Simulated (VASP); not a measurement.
# NaMoO3 (Pm-3m) in VASP: further runs

Runs on NaMoO3. Level: LDA. Tasks: single point.

Program: VASP 6.6.1. These are calculated values, not measurements. Logs are shortened: lines on timing, memory, paths and dates and some standing lists are left out, and cuts for length are marked.

**1. The cell of the first run**

It takes space group Pm-3m (No. 221, cubic). The conventional cell has a = 3.949 Å, b = 3.949 Å, c = 3.949 Å, α = 90.00°, β = 90.00°, γ = 90.00°. Within 3.7 Å of Na (site symmetry m-3m) lie 12 O at 2.79 Å and 8 Mo at 3.42 Å. Mo (site symmetry m-3m) has 6 O at 1.97 Å within 2.6 Å. O (site symmetry 4/mmm) has 2 Mo at 1.97 Å within 2.6 Å.

**2. Single point, LDA**

INCAR reads:

```
  ALGO = Normal
  EDIFF = 1E-7
  ENCUT = 520
  GGA = CA
  ISIF = 2
  ISMEAR = -1
  LASPH = True
  LCHARG = True
  LELF = True
  LREAL = False
  LVHAR = True
  LWAVE = False
  NBANDS = 28
  NELM = 100
  PREC = Accurate
  SIGMA = 0.3
```

KPOINTS reads:

```
k-points
0
Gamma
  6 6 6
```

POSCAR reads:

```
NaMoO3
1.0
    3.9488820000      0.0000000000      0.0000000000
    0.0000000000      3.9488820000      0.0000000000
    0.0000000000      0.0000000000      3.9488820000
Na Mo O
1 1 3
Direct
    0.5000000000      0.5000000000      0.5000000000
    0.0000000000      0.0000000000      0.0000000000
    0.5000000000      0.0000000000      0.0000000000
    0.0000000000      0.5000000000      0.0000000000
    0.0000000000      0.0000000000      0.5000000000
```

Potentials or basis: VASP PAW LDA potentials, release 64 (Na_pv, Mo_sv, O).

Command:

```
$ cat potpaw_LDA.64/Na_pv/POTCAR potpaw_LDA.64/Mo_sv/POTCAR potpaw_LDA.64/O/POTCAR > POTCAR
$ mpirun -np 1 vasp_std > vasp.out
```

OUTCAR:

```text
EDIFF = 1E-7
   ENCUT = 520
   GGA = CA
   ISIF = 2
   ISMEAR = -1
   LASPH = True
   LREAL = False
   NELM = 100
   PREC = Accurate

 ion  position               nearest neighbor table
   1  0.500  0.500  0.500-
   2  0.000  0.000  0.000-   3 1.97   4 1.97   5 1.97   5 1.97   4 1.97   3 1.97
   3  0.500  0.000  0.000-   2 1.97   2 1.97
   4  0.000  0.500  0.000-   2 1.97   2 1.97
   5  0.000  0.000  0.500-   2 1.97   2 1.97

  LATTYP: Found a simple cubic cell.
 ALAT       =     3.9488820000

  Lattice vectors:

 A1 = (   3.9488820000,   0.0000000000,   0.0000000000)
 A2 = (   0.0000000000,   3.9488820000,   0.0000000000)
 A3 = (   0.0000000000,   0.0000000000,   3.9488820000)

Analysis of symmetry for initial positions (statically):
=====================================================================
 Subroutine PRICEL returns:
 Original cell was already a primitive cell.

 Routine SETGRP: Setting up the symmetry group for a
 simple cubic supercell.

 Subroutine GETGRP returns: Found 48 space group operations
 (whereof 48 operations were pure point group operations)
 out of a pool of 48 trial point group operations.

The static configuration has the point symmetry O_h .

Analysis of symmetry for dynamics (positions and initial velocities):
=====================================================================
 Subroutine PRICEL returns:
 Original cell was already a primitive cell.

 Routine SETGRP: Setting up the symmetry group for a
 simple cubic supercell.

 Subroutine GETGRP returns: Found 48 space group operations
 (whereof 48 operations were pure point group operations)
 out of a pool of 48 trial point group operations.

The dynamic configuration has the point symmetry O_h .

 Subroutine INISYM returns: Found 48 space group operations
 (whereof 48 operations are pure point group operations),
 and found     1 'primitive' translations

----------------------------------------------------------------------------------------

                                     Primitive cell

  volume of cell :      61.5776

  direct lattice vectors                    reciprocal lattice vectors
     3.948882000  0.000000000  0.000000000     0.253236232  0.000000000  0.000000000
     0.000000000  3.948882000  0.000000000     0.000000000  0.253236232  0.000000000
     0.000000000  0.000000000  3.948882000     0.000000000  0.000000000  0.253236232

  length of vectors
     3.948882000  3.948882000  3.948882000     0.253236232  0.253236232  0.253236232

  position of ions in fractional coordinates (direct lattice)
     0.500000000  0.500000000  0.500000000
     0.000000000  0.000000000  0.000000000
     0.500000000  0.000000000  0.000000000
     0.000000000  0.500000000  0.000000000
     0.000000000  0.000000000  0.500000000

  ion indices of the primitive-cell ions
   primitive index   ion index
                 1           1
                 2           2
                 3           3
                 4           4
                 5           5

----------------------------------------------------------------------------------------

 KPOINTS: k-points

Automatic generation of k-mesh.
 Grid dimensions read from file:
 generate k-points for:    6    6    6

 Generating k-lattice:

  Cartesian coordinates                     Fractional coordinates (reciprocal lattice)
     0.042206039  0.000000000  0.000000000     0.166666667  0.000000000  0.000000000
     0.000000000  0.042206039  0.000000000     0.000000000  0.166666667  0.000000000
     0.000000000  0.000000000  0.042206039     0.000000000  0.000000000  0.166666667

  Length of vectors
     0.042206039  0.042206039  0.042206039

  Shift w.r.t. Gamma in fractional coordinates (k-lattice)
     0.000000000  0.000000000  0.000000000

 Subroutine IBZKPT returns following result:
 ===========================================

 Found     20 irreducible k-points:

 Following reciprocal coordinates:
            Coordinates               Weight
  0.000000  0.000000  0.000000      1.000000
  0.166667  0.000000  0.000000      6.000000
  0.333333  0.000000  0.000000      6.000000
  0.500000  0.000000  0.000000      3.000000
  0.166667  0.166667  0.000000     12.000000
  0.333333  0.166667  0.000000     24.000000
[... 12 lines left out ...]
  0.500000  0.500000  0.333333      6.000000
  0.500000  0.500000  0.500000      1.000000
   k-points           NKPTS =     20   k-points in BZ     NKDIM =     20   number of bands    NBANDS=     28
   number of dos      NEDOS =    301   number of ions     NIONS =      5
   total plane-waves  NPLWV =  27000
   dimension x,y,z NGX =    30 NGY =   30 NGZ =   30
   dimension x,y,z NGXF=    60 NGYF=   60 NGZF=   60
   ions per type =               1   1   3
   NGX,Y,Z   is equivalent  to a cutoff of  12.63, 12.63, 12.63 a.u.
   NGXF,Y,Z  is equivalent  to a cutoff of  25.26, 25.26, 25.26 a.u.
 SYSTEM =  unknown system
   PREC   = accura    normal or accurate (medium, high low for compatibility)
   ISTART =      0    job   : 0-new  1-cont  2-samecut
   ICHARG =      2    charge: 1-file 2-atom 10-const
   ISPIN  =      1    spin polarized calculation?
   LNONCOLLINEAR =      F non collinear calculations
   LSORBIT =      F    spin-orbit coupling
   LASPH  =      T    aspherical Exc in radial PAW
   ENCUT  =  520.0 eV  38.22 Ry    6.18 a.u.   7.34  7.34  7.34*2*pi/ulx,y,z
   NELM   =    100;   NELMIN=  2; NELMDL= -5     # of ELM steps
   EDIFF  = 0.1E-06   stopping-criterion for ELM
   LREAL  =      F    real-space projection
   EDIFFG = 0.1E-05   stopping-criterion for IOM
   NSW    =      0    number of steps for IOM
   IBRION =     -1    ionic relax: 0-MD 1-quasi-New 2-CG
   NFREE  =      0    steps in history (QN), initial steepest desc. (CG)
   ISIF   =      2    stress and relaxation
   ISYM   =      2    0-nonsym 1-usesym 2-fastsym
   POTIM  = 0.5000    time-step for ionic-motion
   TEBEG  =    0.0;   TEEND  =   0.0 temperature during run
   PSTRESS=    0.0 pullay stress
   NELECT =      39.0000    total number of electrons
   NUPDOWN=      -1.0000    fix difference up-down
   EMIN   =  10.00;   EMAX   =-10.00  energy-range for DOS
   EFERMI =   0.00;   METHOD = LEGACY
   ISMEAR =    -1;   SIGMA  =   0.30  broadening in eV -4-tet -1-fermi 0-gaus
   EFERMI_NEDOS =   21; number of points for ismear=-14 and -15
   IALGO  =     38    algorithm
   IMIX   =      4    mixing-type and parameters
     AMIX     =   0.40;   BMIX     =  1.00
     AMIX_MAG =   1.60;   BMIX_MAG =  1.00
  volume/ion in A,a.u.               =      12.32        83.11
  Fermi-wavevector in a.u.,A,eV,Ry     =   1.405904  2.656773 26.892799  1.976565
  Thomas-Fermi vector in A             =   2.528318
   LORBIT       =      0    0 simple, 1 ext, 2 COOP (PROOUT), +10 PAW based schemes
   GGA     = CA    functional components
   LHFCALC =     F    Hartree Fock is set to
   AEXX    =    0.0000 exact exchange contribution
   IVDW    =     0    specifies the selected vdW correction
   LEPSILON=     F    determine dielectric tensor
   LRPA    =     F    only Hartree local field effects (RPA)
 non-spin polarized calculation
  energy-cutoff  :      520.00
  volume of cell :       61.58
 maximum number of plane-waves:      1675
 NGX is ok and might be reduce to    30
   NGX = 15   NGY = 15   NGZ = 15

 number of electron      38.9999997 magnetization

 Free energy of the ion-electron system (eV)
  ---------------------------------------------------
  ext. energy  EPLUGINS =         0.00000000
  ---------------------------------------------------
  free energy    TOTEN  =       -41.25020783 eV

  energy without entropy =      -40.89731922  energy(sigma->0) =      -41.07376352

 E-fermi :   4.5697     XC(G=0): -10.9997

 val. band max:        4.5227950254   @ k =   0.1667   0.1667   0.1667
 cond. band min:       4.6706896827   @ k =   0.1667   0.1667   0.0000
 fundamental gap:      0.1478946573
 Fermi energy:         4.5697248101

 k-point     1 :       0.0000    0.0000    0.0000
  band No.  band energies     occupation
      1     -57.8670      2.00000
      2     -32.1401      2.00000
      3     -32.1401      2.00000
      4     -32.1401      2.00000
      5     -18.8818      2.00000
      6     -18.8818      2.00000
[... 20 lines left out ...]
     27      13.7889      0.00000
     28      16.7211      0.00000

 k-point     2 :       0.1667    0.0000    0.0000
  band No.  band energies     occupation
      1     -57.8667      2.00000
      2     -32.1583      2.00000
      3     -32.1393      2.00000
      4     -32.1393      2.00000
      5     -18.8884      2.00000
      6     -18.8815      2.00000
[... 20 lines left out ...]
     27      14.1925      0.00000
     28      16.6223      0.00000

 k-point     3 :       0.3333    0.0000    0.0000
  band No.  band energies     occupation
      1     -57.8661      2.00000
      2     -32.1945      2.00000
      3     -32.1378      2.00000
      4     -32.1378      2.00000
      5     -18.9014      2.00000
      6     -18.8809      2.00000
[... 20 lines left out ...]
     27      15.0980      0.00000
     28      16.4732      0.00000

 k-point     4 :       0.5000    0.0000    0.0000
  band No.  band energies     occupation
      1     -57.8657      2.00000
      2     -32.2125      2.00000
      3     -32.1371      2.00000
      4     -32.1371      2.00000
      5     -18.9078      2.00000
      6     -18.8805      2.00000
[... 454 lines left out ...]
     27      13.3454      0.00000
     28      14.8215      0.00000

 k-point    19 :       0.5000    0.5000    0.3333
  band No.  band energies     occupation
      1     -57.8634      2.00000
      2     -32.2068      2.00000
      3     -32.2068      2.00000
      4     -32.1882      2.00000
      5     -18.8939      2.00000
      6     -18.8939      2.00000
[... 20 lines left out ...]
     27      13.5272      0.00000
     28      14.7458      0.00000

 k-point    20 :       0.5000    0.5000    0.5000
  band No.  band energies     occupation
      1     -57.8631      2.00000
      2     -32.2060      2.00000
      3     -32.2060      2.00000
      4     -32.2060      2.00000
      5     -18.8928      2.00000
      6     -18.8928      2.00000
[... 20 lines left out ...]
     27      14.3463      0.00000
     28      14.3463      0.00000

------------------------ aborting loop because EDIFF is reached ----------------------------------------

  FORCE on cell =-STRESS in cart. coord.  units (eV):
  Direction    XX          YY          ZZ          XY          YZ          ZX
  --------------------------------------------------------------------------------------
  -------------------------------------------------------------------------------------
  Total       -5.9429915     -5.9429915     -5.9429915     -0.0000000      0.0000000     -0.0000000
  in kB     -154.6298107   -154.6298107   -154.6298107     -0.0000000      0.0000000     -0.0000000
  external PRESSURE =    -154.6298107 kB  Pullay stress =       0.0000000 kB

 VOLUME and BASIS-vectors are now :
 -----------------------------------------------------------------------------
  energy-cutoff  :      520.00
  volume of cell :       61.58
      direct lattice vectors                 reciprocal lattice vectors
     3.948882000  0.000000000  0.000000000     0.253236232  0.000000000  0.000000000
     0.000000000  3.948882000  0.000000000     0.000000000  0.253236232  0.000000000
     0.000000000  0.000000000  3.948882000     0.000000000  0.000000000  0.253236232

 POSITION                                       TOTAL-FORCE (eV/Angst)
 -----------------------------------------------------------------------------------
      1.97444      1.97444      1.97444         0.000000      0.000000      0.000000
      0.00000      0.00000      0.00000         0.000000      0.000000      0.000000
      1.97444      0.00000      0.00000         0.000000      0.000000      0.000000
      0.00000      1.97444      0.00000         0.000000      0.000000      0.000000
      0.00000      0.00000      1.97444         0.000000      0.000000      0.000000
 -----------------------------------------------------------------------------------
    total drift:                                0.000000     -0.000000      0.000000

  FREE ENERGIE OF THE ION-ELECTRON SYSTEM (eV)
  ---------------------------------------------------
  free  energy   TOTEN  =       -41.2502078250 eV

  energy  without entropy=      -40.8973192174  energy(sigma->0) =      -41.07376352
```

Wall time 47 s (1 thread of Intel Xeon Platinum 8375C at 2.90GHz (Ice Lake), shared host); peak memory 0.15 GiB.

What came out:

- Free energy: -41.2502 eV
- Pressure: -15.5 GPa

Levels at points of the mesh, in eV from the Fermi level:
| k point | band 17 | band 18 | band 19 | band 20 | band 21 | band 22 |
| --- | --- | --- | --- | --- | --- | --- |
| (0.00, 0.00, 0.00) | -2.68 | -2.68 | -2.68 | -1.25 | -1.25 | -1.25 |
| (0.50, 0.00, 0.00) | -3.27 | -2.74 | -2.74 | -1.19 | 1.49 | 1.49 |
| (0.50, 0.50, 0.00) | -3.70 | -3.70 | -1.83 | 1.51 | 1.51 | 2.40 |
| (0.50, 0.50, 0.50) | -1.81 | -1.81 | -1.81 | 2.43 | 2.43 | 2.43 |

Caveat: an odd number of electrons without spin polarisation forces a metal; a magnetic or distorted state may lie lower.

**3. Single point, LDA**

INCAR reads:

```
PREC = Accurate
ENCUT = 520
EDIFF = 1E-7
ISMEAR = -1
SIGMA = 0.2
LREAL = False
LASPH = True
NELM = 60
ALGO = Normal
ISIF = 2
LWAVE = False
LCHARG = False
GGA = CA
NBANDS = 28
```

KPOINTS reads:

```
Automatic mesh
0
Gamma
  6 6 6
```

POSCAR is that of step 2.

Potentials or basis: VASP PAW LDA potentials, release 64 (Na_pv, Mo_sv, O).

Command:

```
$ cat potpaw_LDA.64/Na_pv/POTCAR potpaw_LDA.64/Mo_sv/POTCAR potpaw_LDA.64/O/POTCAR > POTCAR
$ mpirun -np 1 vasp_std > vasp.out
```

OUTCAR:

```text
PREC = Accurate
   ENCUT = 520
   EDIFF = 1E-7
   ISMEAR = -1
   LREAL = False
   LASPH = True
   NELM = 60
   ISIF = 2
   GGA = CA

 ion  position               nearest neighbor table
   1  0.500  0.500  0.500-
   2  0.000  0.000  0.000-   3 1.97   4 1.97   5 1.97   5 1.97   4 1.97   3 1.97
   3  0.500  0.000  0.000-   2 1.97   2 1.97
   4  0.000  0.500  0.000-   2 1.97   2 1.97
   5  0.000  0.000  0.500-   2 1.97   2 1.97

  LATTYP: Found a simple cubic cell.
 ALAT       =     3.9488820000

  Lattice vectors:

 A1 = (   3.9488820000,   0.0000000000,   0.0000000000)
 A2 = (   0.0000000000,   3.9488820000,   0.0000000000)
 A3 = (   0.0000000000,   0.0000000000,   3.9488820000)

Analysis of symmetry for initial positions (statically):
=====================================================================
 Subroutine PRICEL returns:
 Original cell was already a primitive cell.

 Routine SETGRP: Setting up the symmetry group for a
 simple cubic supercell.

 Subroutine GETGRP returns: Found 48 space group operations
[... 165 lines left out ...]

 E-fermi :   4.5870     XC(G=0): -10.9998

 val. band max:        4.5217164139   @ k =   0.1667   0.1667   0.1667
 cond. band min:       4.6694390187   @ k =   0.1667   0.1667   0.0000
 fundamental gap:      0.1477226049
 Fermi energy:         4.5869685379

 k-point     1 :       0.0000    0.0000    0.0000
  band No.  band energies     occupation
      1     -57.8706      2.00000
      2     -32.1428      2.00000
      3     -32.1428      2.00000
      4     -32.1428      2.00000
      5     -18.8835      2.00000
      6     -18.8835      2.00000
[... 609 lines left out ...]
     27      14.3462      0.00000
     28      14.3462      0.00000

------------------------ aborting loop because EDIFF is reached ----------------------------------------

  FORCE on cell =-STRESS in cart. coord.  units (eV):
  Direction    XX          YY          ZZ          XY          YZ          ZX
  --------------------------------------------------------------------------------------
  -------------------------------------------------------------------------------------
  Total       -6.0816839     -6.0816839     -6.0816839      0.0000000      0.0000000      0.0000000
  in kB     -158.2384262   -158.2384262   -158.2384262      0.0000000      0.0000000      0.0000000
  external PRESSURE =    -158.2384262 kB  Pullay stress =       0.0000000 kB

 VOLUME and BASIS-vectors are now :
 -----------------------------------------------------------------------------
  energy-cutoff  :      520.00
  volume of cell :       61.58
      direct lattice vectors                 reciprocal lattice vectors
     3.948882000  0.000000000  0.000000000     0.253236232  0.000000000  0.000000000
     0.000000000  3.948882000  0.000000000     0.000000000  0.253236232  0.000000000
     0.000000000  0.000000000  3.948882000     0.000000000  0.000000000  0.253236232

 POSITION                                       TOTAL-FORCE (eV/Angst)
 -----------------------------------------------------------------------------------
      1.97444      1.97444      1.97444         0.000000      0.000000      0.000000
      0.00000      0.00000      0.00000         0.000000      0.000000      0.000000
      1.97444      0.00000      0.00000         0.000000      0.000000      0.000000
      0.00000      1.97444      0.00000         0.000000      0.000000      0.000000
      0.00000      0.00000      1.97444         0.000000      0.000000      0.000000
 -----------------------------------------------------------------------------------
    total drift:                                0.000000     -0.000000      0.000000

  FREE ENERGIE OF THE ION-ELECTRON SYSTEM (eV)
  ---------------------------------------------------
  free  energy   TOTEN  =       -41.1517426677 eV

  energy  without entropy=      -40.9907979790  energy(sigma->0) =      -41.07127032
```

OSZICAR:

```text
N       E                     dE             d eps       ncg     rms          rms(c)
DAV:   1     0.415416097656E+03    0.41542E+03   -0.20597E+04  1120   0.154E+03
DAV:   2    -0.146747974379E+02   -0.43009E+03   -0.41068E+03  1220   0.443E+02
DAV:   3    -0.488362302439E+02   -0.34161E+02   -0.33645E+02  1264   0.126E+02
DAV:   4    -0.495748267076E+02   -0.73860E+00   -0.73644E+00  1272   0.194E+01
DAV:   5    -0.495828774301E+02   -0.80507E-02   -0.80498E-02  1304   0.214E+00    0.427E+01
DAV:   6    -0.420712687308E+02    0.75116E+01   -0.33472E+01  1260   0.429E+01    0.831E+00
DAV:   7    -0.413536105489E+02    0.71766E+00   -0.49783E+00  1156   0.178E+01    0.116E+01
DAV:   8    -0.411932234389E+02    0.16039E+00   -0.78699E-01  1228   0.785E+00    0.268E+00
DAV:   9    -0.411616926494E+02    0.31531E-01   -0.34779E-02  1248   0.187E+00    0.152E+00
DAV:  10    -0.411523505312E+02    0.93421E-02   -0.35317E-02  1208   0.160E+00    0.306E-01
DAV:  11    -0.411520082231E+02    0.34231E-03   -0.11367E-03  1272   0.299E-01    0.212E-01
DAV:  12    -0.411517630579E+02    0.24517E-03   -0.32959E-04  1240   0.156E-01    0.626E-02
DAV:  13    -0.411517428172E+02    0.20241E-04   -0.62275E-05  1248   0.635E-02    0.147E-02
DAV:  14    -0.411517426592E+02    0.15804E-06   -0.32489E-06  1212   0.146E-02    0.467E-03
DAV:  15    -0.411517426677E+02   -0.84851E-08   -0.66989E-08   908   0.238E-03
   1 F= -.41151743E+02 E0= -.41071270E+02  d E =-.160945E+00
```

stdout:

```text
POSCAR found type information on POSCAR NaMoO
 POSCAR found :  3 types and       5 ions
 scaLAPACK will be used
 LDA part: xc-table for (Slater(with rela. corr.)+CA(PZ))
 , standard interpolation
 POSCAR, INCAR and KPOINTS ok, starting setup
 FFT: planning ... GRIDC
 FFT: planning ... GRID_SOFT
 FFT: planning ... GRID
 WAVECAR not read
 entering main loop
```

It took 47 s on 1 thread of Intel Xeon Platinum 8375C at 2.90GHz (Ice Lake), shared host; peak memory 0.16 GiB.

Results:

```
Free energy : -41.1517 eV
Pressure    : -15.8 GPa
```

Caveat: an odd number of electrons without spin polarisation forces a metal; a magnetic or distorted state may lie lower.

(Part 1 of 2 ends here.)
